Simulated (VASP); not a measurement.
# TiAl (Pm-3m) in VASP: further runs

Aim: see how the results for TiAl move with the level of theory and the settings. Levels: r2SCAN, PBEsol, RPBE. Tasks: single point.

All numbers are computed with VASP 6.6.1; they aren't measurements. Logs are shortened: lines on timing, memory, paths and dates and some standing lists are left out, and cuts for length are marked.

### Step 1. The cell of the first run

It takes space group Pm-3m (No. 221, cubic). The conventional cell has a = 3.221 Å, b = 3.221 Å, c = 3.221 Å, α = 90.00°, β = 90.00°, γ = 90.00°. Ti (site symmetry m-3m) has 8 Al at 2.79 Å and 6 Ti at 3.22 Å within 3.7 Å. Within 3.7 Å of Al (site symmetry m-3m) lie 8 Ti at 2.79 Å and 6 Al at 3.22 Å.

### Step 2. Single point, r2SCAN

Contents of POSCAR:

```
TiAl
1.0
    3.2208985869      0.0000000000      0.0000000000
    0.0000000000      3.2208985869      0.0000000000
    0.0000000000      0.0000000000      3.2208985869
Ti Al
1 1
Direct
    0.0000000000      0.0000000000      0.0000000000
    0.5000000000      0.5000000000      0.5000000000
```

Contents of INCAR.step1:

```
SYSTEM = TiAl
PREC     = Accurate       ! precision mode
ENCUT    = 520            ! plane-wave cutoff, eV
ISMEAR   = -1             ! smearing method
SIGMA    = 0.05           ! smearing width, eV
LREAL    = .False.        ! projectors in reciprocal space
LASPH    = .True.         ! aspherical terms in the spheres
NELM     = 60             ! most SCF steps
NBANDS   = 14             ! bands
GGA      = PE             ! functional
ALGO     = Normal         ! electronic algorithm
EDIFF    = 1E-4           ! SCF threshold, eV
LWAVE    = .True.         ! write WAVECAR
LCHARG   = .False.        ! write CHGCAR
```

Contents of INCAR.step2:

```
SYSTEM = TiAl
PREC     = Accurate       ! precision mode
ENCUT    = 520            ! plane-wave cutoff, eV
EDIFF    = 1E-6           ! SCF threshold, eV
ISMEAR   = -1             ! smearing method
SIGMA    = 0.05           ! smearing width, eV
LREAL    = .False.        ! projectors in reciprocal space
LASPH    = .True.         ! aspherical terms in the spheres
NELM     = 60             ! most SCF steps
ALGO     = Normal         ! electronic algorithm
ISIF     = 2              ! what is computed and relaxed
LWAVE    = .False.        ! write WAVECAR
LCHARG   = .True.         ! write CHGCAR
METAGGA  = R2SCAN         ! meta-GGA
LMIXTAU  = .True.       
LELF     = .True.         ! ELF
LVHAR    = .True.       
NBANDS   = 14             ! bands
ISTART   = 1
```

Contents of KPOINTS:

```
regular mesh
0
Gamma
  8 8 8
  0 0 0
```

Potentials or basis: VASP PAW PBE potentials, release 64 (Ti_sv, Al).

Command:

```
cat potpaw_PBE.64/Ti_sv/POTCAR potpaw_PBE.64/Al/POTCAR > POTCAR
cp INCAR.step1 INCAR
mpirun -np 1 vasp_std > vasp.out
cp INCAR.step2 INCAR
mpirun -np 1 vasp_std > vasp.out
```

OUTCAR:

```text
SYSTEM = TiAl
   PREC = Accurate
   ENCUT = 520
   EDIFF = 1E-6
   ISMEAR = -1
   LREAL = .False.
   LASPH = .True.
   NELM = 60
   ISIF = 2
   METAGGA = R2SCAN
   ISTART = 1

 ion  position               nearest neighbor table
   1  0.000  0.000  0.000-   2 2.79   2 2.79   2 2.79   2 2.79   2 2.79   2 2.79   2 2.79   2 2.79

   2  0.500  0.500  0.500-   1 2.79   1 2.79   1 2.79   1 2.79   1 2.79   1 2.79   1 2.79   1 2.79

  LATTYP: Found a simple cubic cell.
 ALAT       =     3.2208985869

  Lattice vectors:

 A1 = (   3.2208985869,   0.0000000000,   0.0000000000)
 A2 = (   0.0000000000,   3.2208985869,   0.0000000000)
 A3 = (   0.0000000000,   0.0000000000,   3.2208985869)

Analysis of symmetry for initial positions (statically):
=====================================================================
 Subroutine PRICEL returns:
 Original cell was already a primitive cell.

 Routine SETGRP: Setting up the symmetry group for a
 simple cubic supercell.

 Subroutine GETGRP returns: Found 48 space group operations
 (whereof 48 operations were pure point group operations)
 out of a pool of 48 trial point group operations.

The static configuration has the point symmetry O_h .

Analysis of symmetry for dynamics (positions and initial velocities):
=====================================================================
 Subroutine PRICEL returns:
 Original cell was already a primitive cell.

 Routine SETGRP: Setting up the symmetry group for a
 simple cubic supercell.

 Subroutine GETGRP returns: Found 48 space group operations
 (whereof 48 operations were pure point group operations)
 out of a pool of 48 trial point group operations.

The dynamic configuration has the point symmetry O_h .

 Subroutine INISYM returns: Found 48 space group operations
 (whereof 48 operations are pure point group operations),
 and found     1 'primitive' translations

----------------------------------------------------------------------------------------

                                     Primitive cell

  volume of cell :      33.4142

  direct lattice vectors                    reciprocal lattice vectors
     3.220898587  0.000000000  0.000000000     0.310472364  0.000000000  0.000000000
     0.000000000  3.220898587  0.000000000     0.000000000  0.310472364  0.000000000
     0.000000000  0.000000000  3.220898587     0.000000000  0.000000000  0.310472364

  length of vectors
     3.220898587  3.220898587  3.220898587     0.310472364  0.310472364  0.310472364

  position of ions in fractional coordinates (direct lattice)
     0.000000000  0.000000000  0.000000000
     0.500000000  0.500000000  0.500000000

  ion indices of the primitive-cell ions
   primitive index   ion index
                 1           1
                 2           2

----------------------------------------------------------------------------------------

 KPOINTS: regular mesh

Automatic generation of k-mesh.
 Grid dimensions read from file:
 generate k-points for:    8    8    8

 Generating k-lattice:

  Cartesian coordinates                     Fractional coordinates (reciprocal lattice)
     0.038809046  0.000000000  0.000000000     0.125000000  0.000000000  0.000000000
     0.000000000  0.038809046  0.000000000     0.000000000  0.125000000  0.000000000
     0.000000000  0.000000000  0.038809046     0.000000000  0.000000000  0.125000000

  Length of vectors
     0.038809046  0.038809046  0.038809046

  Shift w.r.t. Gamma in fractional coordinates (k-lattice)
     0.000000000  0.000000000  0.000000000

 Subroutine IBZKPT returns following result:
 ===========================================

 Found     35 irreducible k-points:

 Following reciprocal coordinates:
            Coordinates               Weight
  0.000000  0.000000  0.000000      1.000000
  0.125000  0.000000  0.000000      6.000000
  0.250000  0.000000  0.000000      6.000000
  0.375000  0.000000  0.000000      6.000000
  0.500000  0.000000  0.000000      3.000000
  0.125000  0.125000  0.000000     12.000000
[... 16 lines left out ...]
  0.375000  0.375000  0.125000     24.000000
  0.500000  0.375000  0.125000     24.000000
 [... further k-points ...]
   k-points           NKPTS =     35   k-points in BZ     NKDIM =     35   number of bands    NBANDS=     14
   number of dos      NEDOS =    301   number of ions     NIONS =      2
   total plane-waves  NPLWV =  13824
   dimension x,y,z NGX =    24 NGY =   24 NGZ =   24
   dimension x,y,z NGXF=    48 NGYF=   48 NGZF=   48
   ions per type =               1   1
   NGX,Y,Z   is equivalent  to a cutoff of  12.39, 12.39, 12.39 a.u.
   NGXF,Y,Z  is equivalent  to a cutoff of  24.78, 24.78, 24.78 a.u.
 SYSTEM =  TiAl
   PREC   = accura    normal or accurate (medium, high low for compatibility)
   ISTART =      1    job   : 0-new  1-cont  2-samecut
   ICHARG =      0    charge: 1-file 2-atom 10-const
   ISPIN  =      1    spin polarized calculation?
   LNONCOLLINEAR =      F non collinear calculations
   LSORBIT =      F    spin-orbit coupling
   LASPH  =      T    aspherical Exc in radial PAW
   ENCUT  =  520.0 eV  38.22 Ry    6.18 a.u.   5.99  5.99  5.99*2*pi/ulx,y,z
   NELM   =     60;   NELMIN=  2; NELMDL=  0     # of ELM steps
   EDIFF  = 0.1E-05   stopping-criterion for ELM
   LREAL  =      F    real-space projection
   EDIFFG = 0.1E-04   stopping-criterion for IOM
   NSW    =      0    number of steps for IOM
   IBRION =     -1    ionic relax: 0-MD 1-quasi-New 2-CG
   NFREE  =      0    steps in history (QN), initial steepest desc. (CG)
   ISIF   =      2    stress and relaxation
   ISYM   =      2    0-nonsym 1-usesym 2-fastsym
   POTIM  = 0.5000    time-step for ionic-motion
   TEBEG  =    0.0;   TEEND  =   0.0 temperature during run
   PSTRESS=    0.0 pullay stress
   NELECT =      15.0000    total number of electrons
   NUPDOWN=      -1.0000    fix difference up-down
   EMIN   =  10.00;   EMAX   =-10.00  energy-range for DOS
   EFERMI =   0.00;   METHOD = LEGACY
   ISMEAR =    -1;   SIGMA  =   0.05  broadening in eV -4-tet -1-fermi 0-gaus
   EFERMI_NEDOS =   21; number of points for ismear=-14 and -15
   IALGO  =     38    algorithm
   IMIX   =      4    mixing-type and parameters
     AMIX     =   0.40;   BMIX     =  1.00
     AMIX_MAG =   1.60;   BMIX_MAG =  1.00
  volume/ion in A,a.u.               =      16.71       112.75
  Fermi-wavevector in a.u.,A,eV,Ry     =   1.253511  2.368793 21.378701  1.571290
  Thomas-Fermi vector in A             =   2.387360
   LORBIT       =      0    0 simple, 1 ext, 2 COOP (PROOUT), +10 PAW based schemes
   METAGGA = R2SCAN    functional components
   LHFCALC =     F    Hartree Fock is set to
   AEXX    =    0.0000 exact exchange contribution
   IVDW    =     0    specifies the selected vdW correction
   LEPSILON=     F    determine dielectric tensor
   LRPA    =     F    only Hartree local field effects (RPA)
 non-spin polarized calculation
  energy-cutoff  :      520.00
  volume of cell :       33.41
 maximum number of plane-waves:       918
 NGX is ok and might be reduce to    24
   NGX = 11   NGY = 11   NGZ = 11

 number of electron      14.9999997 magnetization

 Free energy of the ion-electron system (eV)
  ---------------------------------------------------
  ext. energy  EPLUGINS =         0.00000000
  ---------------------------------------------------
  free energy    TOTEN  =       -20.29210178 eV

  energy without entropy =      -20.27259807  energy(sigma->0) =      -20.28234993

 E-fermi :   8.4127     XC(G=0): -11.7221

 val. band max:        8.4066944123   @ k =   0.3750   0.3750   0.2500
 cond. band min:       8.4409082309   @ k =   0.3750   0.1250   0.1250
 fundamental gap:      0.0342138186
 Fermi energy:         8.4126802315

 k-point     1 :       0.0000    0.0000    0.0000
  band No.  band energies     occupation
      1     -50.9532      2.00000
      2     -26.1087      2.00000
      3     -26.1087      2.00000
      4     -26.1087      2.00000
      5      -1.2632      2.00000
      6       6.8946      2.00000
      7       6.8946      2.00000
      8      10.3691      0.00000
      9      10.3691      0.00000
     10      10.3691      0.00000
     11      12.8517      0.00000
     12      12.8517      0.00000
     13      12.8517      0.00000
     14      17.2586      0.00000

 k-point     2 :       0.1250    0.0000    0.0000
  band No.  band energies     occupation
      1     -50.9512      2.00000
      2     -26.1321      2.00000
      3     -26.1067      2.00000
      4     -26.1067      2.00000
      5      -1.0105      2.00000
      6       6.7182      2.00000
      7       7.0077      2.00000
      8       9.9736      0.00000
      9       9.9736      0.00000
     10      10.3975      0.00000
     11      11.9627      0.00000
     12      13.4373      0.00000
     13      13.4373      0.00000
     14      16.9580      0.00000

 k-point     3 :       0.2500    0.0000    0.0000
  band No.  band energies     occupation
      1     -50.9465      2.00000
      2     -26.1884      2.00000
      3     -26.1018      2.00000
      4     -26.1018      2.00000
      5      -0.2728      2.00000
      6       5.8636      2.00000
      7       7.3048      2.00000
      8       9.3270      0.00000
      9       9.3270      0.00000
     10      10.4673      0.00000
     11      11.1327      0.00000
     12      14.6781      0.00000
     13      14.6781      0.00000
     14      16.2019      0.00000
[... 324 lines left out ...]
 k-point    23 :       0.3750    0.3750    0.1250
  band No.  band energies     occupation
      1     -50.9288      2.00000
      2     -26.2247      2.00000
      3     -26.2225      2.00000
      4     -26.1069      2.00000
      5       2.6520      2.00000
      6       5.6490      2.00000
      7       6.0686      2.00000
      8       8.0615      1.99822
      9       9.2016      0.00000
     10       9.4328      0.00000
     11      11.3478      0.00000
     12      12.9683      0.00000
     13      14.3630      0.00000
     14      15.7236      0.00000

 k-point    24 :       0.5000    0.3750    0.1250
  band No.  band energies     occupation
      1     -50.9268      2.00000
      2     -26.2454      2.00000
      3     -26.2206      2.00000
      4     -26.1048      2.00000
      5       3.1919      2.00000
      6       5.1599      2.00000
      7       6.3204      2.00000
      8       7.7491      2.00000
      9       9.3911      0.00000
     10       9.4237      0.00000
     11      11.2062      0.00000
     12      13.1881      0.00000
     13      13.5119      0.00000
     14      15.9472      0.00000

 [... further k-points ...]
[... 5 lines left out ...]
  --------------------------------------------------------------------------------------
  -------------------------------------------------------------------------------------
  Total       -1.0029373     -1.0029373     -1.0029373      0.0000000      0.0000000     -0.0000000
  in kB      -48.0898272    -48.0898272    -48.0898272      0.0000000      0.0000000     -0.0000000
  external PRESSURE =     -48.0898272 kB  Pullay stress =       0.0000000 kB

 VOLUME and BASIS-vectors are now :
 -----------------------------------------------------------------------------
  energy-cutoff  :      520.00
  volume of cell :       33.41
      direct lattice vectors                 reciprocal lattice vectors
     3.220898587  0.000000000  0.000000000     0.310472364  0.000000000  0.000000000
     0.000000000  3.220898587  0.000000000     0.000000000  0.310472364  0.000000000
     0.000000000  0.000000000  3.220898587     0.000000000  0.000000000  0.310472364

 POSITION                                       TOTAL-FORCE (eV/Angst)
 -----------------------------------------------------------------------------------
      0.00000      0.00000      0.00000         0.000000      0.000000      0.000000
      1.61045      1.61045      1.61045         0.000000      0.000000      0.000000
 -----------------------------------------------------------------------------------
    total drift:                                0.000000      0.000000      0.000000

  FREE ENERGIE OF THE ION-ELECTRON SYSTEM (eV)
  ---------------------------------------------------
  free  energy   TOTEN  =       -20.2921017811 eV

  energy  without entropy=      -20.2725980725  energy(sigma->0) =      -20.28234993
```

It took 75 s on 1 thread of Intel Xeon 8259CL, shared host; peak memory 0.15 GiB.

Results:

```yaml
Free_energy: -20.2921 eV
Pressure: -4.8 GPa
```

Caveat: the PAW data sets were made with another functional, which shifts forces and pressure a little.

### Step 3. Single point, r2SCAN

This run uses another cell than the first one, of 17.03 Å³/atom, 1.019 times its volume.

Contents of POSCAR:

```
TiAl
1.0
    3.2414144177      0.0000000000      0.0000000000
    0.0000000000      3.2414144177      0.0000000000
    0.0000000000      0.0000000000      3.2414144177
Ti Al
1 1
Direct
    0.0000000000      0.0000000000      0.0000000000
    0.5000000000      0.5000000000      0.5000000000
```

Contents of INCAR.step1:

```
PREC = Accurate
ENCUT = 520
ISMEAR = -1
SIGMA = 0.05
LREAL = F
LASPH = T
NELM = 60
NBANDS = 14
GGA = PE
ALGO = Normal
EDIFF = 1E-4
LWAVE = T
LCHARG = F
```

Contents of INCAR.step2:

```
PREC = Accurate
ENCUT = 520
EDIFF = 1E-6
ISMEAR = -1
SIGMA = 0.05
LREAL = F
LASPH = T
NELM = 60
ALGO = Normal
ISIF = 2
LWAVE = F
LCHARG = F
METAGGA = R2SCAN
LMIXTAU = T
NBANDS = 14
ISTART = 1
```

Contents of KPOINTS:

```
regular mesh
0
Gamma
  8 8 8
```

Potentials or basis: VASP PAW PBE potentials, release 64 (Ti_sv, Al).

Command:

```
cat potpaw_PBE.64/Ti_sv/POTCAR potpaw_PBE.64/Al/POTCAR > POTCAR
cp INCAR.step1 INCAR
mpirun -np 1 vasp_std > vasp.out
cp INCAR.step2 INCAR
mpirun -np 1 vasp_std > vasp.out
```

It took 70 s on 1 thread of Intel Xeon 8259CL, shared host; peak memory 0.15 GiB.

The run converged. Its results:

- Free energy: -20.2691 eV
- Pressure: -6.6 GPa

Levels at points of the mesh, in eV from the Fermi level:
```
           k point  band 4  band 5  band 6  band 7  band 8  band 9  band 10  band 11
(0.00, 0.00, 0.00)  -34.56   -9.59   -1.47   -1.47    1.91    1.91     1.91     4.35
(0.50, 0.00, 0.00)  -34.55   -6.35   -5.41   -0.59    0.27    0.27     2.10     2.86
(0.50, 0.50, 0.00)  -34.54   -5.07   -2.37   -2.37   -1.55    0.85     0.85     2.61
(0.50, 0.50, 0.50)  -34.67   -3.08   -3.08   -3.08    0.59    2.67     2.67     2.72
```

Caveat: the PAW data sets were made with another functional, which shifts forces and pressure a little.

### Step 4. Single point, PBEsol

This run uses another cell than the first one, of 15.74 Å³/atom, 0.942 times its volume.

Contents of INCAR:

```
SYSTEM = TiAl
ALGO = Normal
EDIFF = 1E-6
ENCUT = 520
GGA = PS
ISIF = 2
ISMEAR = -1
LASPH = .TRUE.
LCHARG = .FALSE.
LREAL = .FALSE.
LWAVE = .FALSE.
NBANDS = 14
NELM = 100
PREC = Accurate
SIGMA = 0.05
```

Contents of KPOINTS:

```
k-points
0
G
  8 8 8
  0 0 0
```

Contents of POSCAR:

```
TiAl
1.0
    3.1573153491      0.0000000000      0.0000000000
    0.0000000000      3.1573153491      0.0000000000
    0.0000000000      0.0000000000      3.1573153491
Ti Al
1 1
Direct
    0.0000000000      0.0000000000      0.0000000000
    0.5000000000      0.5000000000      0.5000000000
```

Command:

```
cat potpaw_PBE.64/Ti_sv/POTCAR potpaw_PBE.64/Al/POTCAR > POTCAR
mpirun -np 1 vasp_std > vasp.out
```

Wall time 16 s (1 thread of AMD EPYC 7R13, shared host); peak memory 0.11 GiB.

The run converged. Its results:

* Free energy: -12.9733 eV
* Pressure: 0.0 GPa

Levels at points of the mesh, in eV from the Fermi level:
| k point | band 4 | band 5 | band 6 | band 7 | band 8 | band 9 | band 10 | band 11 |
| --- | --- | --- | --- | --- | --- | --- | --- | --- |
| (0.00, 0.00, 0.00) | -32.92 | -9.34 | -1.48 | -1.48 | 1.84 | 1.84 | 1.84 | 4.52 |
| (0.50, 0.00, 0.00) | -32.90 | -6.03 | -5.24 | -0.56 | 0.14 | 0.14 | 2.05 | 3.10 |
| (0.50, 0.50, 0.00) | -32.88 | -5.06 | -2.09 | -2.09 | -1.50 | 0.71 | 0.71 | 2.84 |
| (0.50, 0.50, 0.50) | -33.06 | -3.15 | -3.15 | -3.15 | 0.78 | 2.90 | 2.90 | 2.97 |

Caveat: the PAW data sets were made with another functional, which shifts forces and pressure a little.

[end of part 1 of 2]
